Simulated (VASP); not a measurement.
MgO:

```
Mg O
1.0
     0.00000    2.15504    2.15504
     2.15504    0.00000    2.15504
     2.15504    2.15504    0.00000
Mg O
1 1
Direct
  0.00000 0.00000 0.00000
  0.50000 0.50000 0.50000
```

```yaml
Program: VASP 6.6.1
Task: relaxation of cell and atoms
Functional: PBE
Potentials_or_basis: VASP PAW PBE potentials, release 64 (Mg, O)
Cutoff: 600 eV
k_mesh: 7 × 7 × 7
Occupations: fermi-dirac, width 0.1 eV
Spin: no spin polarisation
```

At the start: pressure -6.4 GPa; volume 10.01 Å³/atom.

**Question.** Where does the relaxation end?

**Answer.** Over 3 steps the energy falls by 9.4 meV/atom and the volume is 9.56 Å³/atom (-4.5 %); space group Fm-3m (No. 225, to 0.05 Å).

The path:
```tsv
step	energy change (eV)	largest force (eV/Å)	pressure (GPa)	volume (Å³)
1	0.0000	0.0000	-6.41	20.02
2	-0.0173	0.0000	1.92	18.88
3	-0.0187	0.0000	0.00	19.11
```

Final structure:
```yaml
crystal:
  lattice:
    - [0.00000, 2.12212, 2.12212]
    - [2.12212, 0.00000, 2.12212]
    - [2.12212, 2.12212, 0.00000]
  atoms:
    - { symbol: Mg, position: [0.00000, 0.00000, 0.00000] }
    - { symbol: O, position: [0.50000, 0.50000, 0.50000] }
```
